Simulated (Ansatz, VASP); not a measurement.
## CoO in VASP and in Ansatz

```xyz
4
Lattice="3.1976 0.0000 0.0000 -1.5988 2.7692 0.0000 0.0000 0.0000 5.2287" Properties=species:S:1:pos:R:3 pbc="T T T"
Co    0.0000    0.0000    0.0182
Co    0.0000    1.8462    2.6319
O     0.0000    0.0000    1.9430
O     0.0000    1.8462    4.5571
```

Alike in both runs: task single point; functional PBEsol; k mesh 18 × 18 × 8; occupations gaussian, width 0.1 eV; collinear spin.

|  | VASP | Ansatz |
| --- | --- | --- |
| version | VASP 6.6.1 | Ansatz 0.2.0 |
| potentials or method | VASP PAW PBE potentials, release 64 (Co, O), cutoff 520 eV | scalar-relativistic, plane waves, PAW |
| valence electrons in the cell | 30 | 46 |

Ansatz gave:

```
gap on the k mesh at the Fermi level (eV)                     : none
pressure (GPa)                                                : -7.3
traceless stress, the component that is largest in VASP (GPa) : 2.40
rms of the force components (eV/Å)                            : 0.148
net moment per atom (μB)                                      : 1.46
size of the moment on the site where the two differ most (μB) : 2.31
```

Problem. Estimate VASP's values.

Solution. gap on the k mesh at the Fermi level (eV): none; pressure (GPa): -7.5; traceless stress, the component that is largest in VASP (GPa): 2.35; rms of the force components (eV/Å): 0.152; net moment per atom (μB): 1.45; size of the moment on the site where the two differ most (μB): 2.47.

VASP's potentials were made for PBE, not for PBEsol. Site moments also hang on the region over which each program counts them. Atom by atom the forces differ by 0.005 eV/Å (rms over components). A gap of «none» marks a metal or a gap that the smearing closes. VASP's potentials hold 30 valence electrons a cell and Ansatz's 46, so a difference there can come from the potentials and not from the codes.
